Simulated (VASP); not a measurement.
Write the native input for VASP 6.6.1 that does the following.

| Property | Result |
| --- | --- |
| Task | single point |
| Functional | PBEsol |
| Potentials or basis | VASP PAW PBE potentials, release 64 (Cs_sv, I, Sn_d) |
| Cutoff | 520 eV |
| k mesh | 4 × 4 × 4 |
| Occupations | fermi-dirac, width 0.05 eV |
| Spin | non-collinear spin, zero start, spin-orbit coupling |
| Starting moments | [[0.0, 0.0, 0.0], [0.0, 0.0, 0.0], [0.0, 0.0, 0.0], [0.0, 0.0, 0.0], [0.0, 0.0, 0.0]] μB |
| Dipole correction | no |
| Further INCAR settings | ALGO = Normal; EDIFF = 1e-06; NBANDS = 59 |

The structure of CsSnI3 lies in POSCAR:

```
CsSnI3
1.0
    6.2057000000      0.0000000000      0.0000000000
    0.0000000000      6.2057000000      0.0000000000
    0.0000000000      0.0000000000      6.2057000000
Cs I Sn
1 3 1
Direct
    0.0000000000      0.0000000000      0.0000000000
    0.5000000000      0.5000000000      0.0000000000
    0.5000000000      0.0000000000      0.5000000000
    0.0000000000      0.5000000000      0.5000000000
    0.5000000000      0.5000000000      0.5000000000
```

One way to write it, as run:

INCAR

```
SYSTEM = CsSnI3
  ALGO = Normal
  EDIFF = 1E-6
  ENCUT = 520
  GGA = PS
  GGA_COMPAT = .FALSE.
  ISIF = 2
  ISMEAR = -1
  LASPH = .TRUE.
  LCHARG = .FALSE.
  LORBIT = 11
  LORBMOM = .TRUE.
  LREAL = .FALSE.
  LSORBIT = .TRUE.
  LWAVE = .FALSE.
  MAGMOM = 0 0 0 0 0 0 0 0 0 0 0 0 0 0 0
  NBANDS = 59
  NELM = 150
  PREC = Accurate
  SIGMA = 0.05
```

KPOINTS

```
k-points
0
G
  4 4 4
  0 0 0
```

Potentials or basis: VASP PAW PBE potentials, release 64 (Cs_sv, I, Sn_d).

Command:

```bash
$ cat potpaw_PBE.64/Cs_sv/POTCAR potpaw_PBE.64/I/POTCAR potpaw_PBE.64/Sn_d/POTCAR > POTCAR
$ mpirun -np 1 vasp_ncl > vasp.out
```

Results of the run:

```yaml
Pressure: -0.4 GPa
Net_moment: 0.00 μB per cell
Valence_electrons_inside_the_program's_atomic_spheres: Cs 6.55; I 4.29; Sn 12.04
```

Caveat: the PAW data sets were made with another functional, which shifts forces and pressure a little.

It took 6.8 min on 1 thread of Intel(R) Xeon(R) Platinum 8559C (Emerald Rapids), on a shared host, peak memory 0.86 GiB.
